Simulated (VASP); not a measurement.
CdSn2O3:

```
Cd Sn O
1.0
     6.09893    0.00000    0.00000
    -3.04947    5.28183    0.00000
     0.00000    0.00000    5.45789
Cd Sn O
2 4 6
Direct
  0.00000 0.00000 0.50000
  0.00000 0.00000 0.00000
  0.66667 0.33333 0.50000
  0.33333 0.66667 0.50000
  0.66667 0.33333 0.00000
  0.33333 0.66667 0.00000
  0.00000 0.33333 0.75000
  0.66667 0.66667 0.75000
  0.33333 0.00000 0.75000
  0.33333 0.33333 0.25000
  0.00000 0.66667 0.25000
  0.66667 0.00000 0.25000
```

```yaml
Program: VASP 6.6.1
Task: relaxation of cell and atoms
Functional: PBE
Potentials_or_basis: VASP PAW PBE potentials, release 64 (Cd, Sn_d, O)
Cutoff: 600 eV
k_mesh: 3 × 3 × 4
Occupations: gaussian, width 0.1 eV
Spin: no spin polarisation
```

At the start: pressure 13.1 GPa; volume 14.65 Å³/atom.

Question: Where does the relaxation end?

Answer: Over 9 steps the energy falls by 152.9 meV/atom and the volume is 15.89 Å³/atom (+8.5 %); space group P6_3/mcm (No. 193, to 0.1 Å) before and after.

The path:
```tsv
step	energy change (eV)	largest force (eV/Å)	pressure (GPa)	volume (Å³)
1	0.0000	0.6159	13.07	175.82
2	-1.2687	0.3371	-5.63	207.62
3	-1.3538	0.4226	-2.69	200.49
4	-1.6881	0.2977	-1.73	196.49
5	-1.8259	0.1138	-0.50	191.83
6	-1.8261	0.1068	-0.46	191.64
7	-1.8310	0.0796	0.41	190.16
8	-1.8310	0.0817	0.34	190.27
9	-1.8343	0.0391	0.15	190.73
```

Final structure:
```
Cd Sn O
1.0
     5.95286    0.00000    0.00000
    -2.97643    5.15533    0.00000
     0.00000    0.00000    6.21481
Cd Sn O
2 4 6
Direct
  0.00000 0.00000 0.50000
  0.00000 0.00000 0.00000
  0.66667 0.33333 0.50000
  0.33333 0.66667 0.50000
  0.66667 0.33333 0.00000
  0.33333 0.66667 0.00000
  0.00000 0.31944 0.75000
  0.68056 0.68056 0.75000
  0.31944 0.00000 0.75000
  0.31944 0.31944 0.25000
  0.00000 0.68056 0.25000
  0.68056 0.00000 0.25000
```

Caveat: the k points lie up to 0.41 Å⁻¹ apart in the final cell.
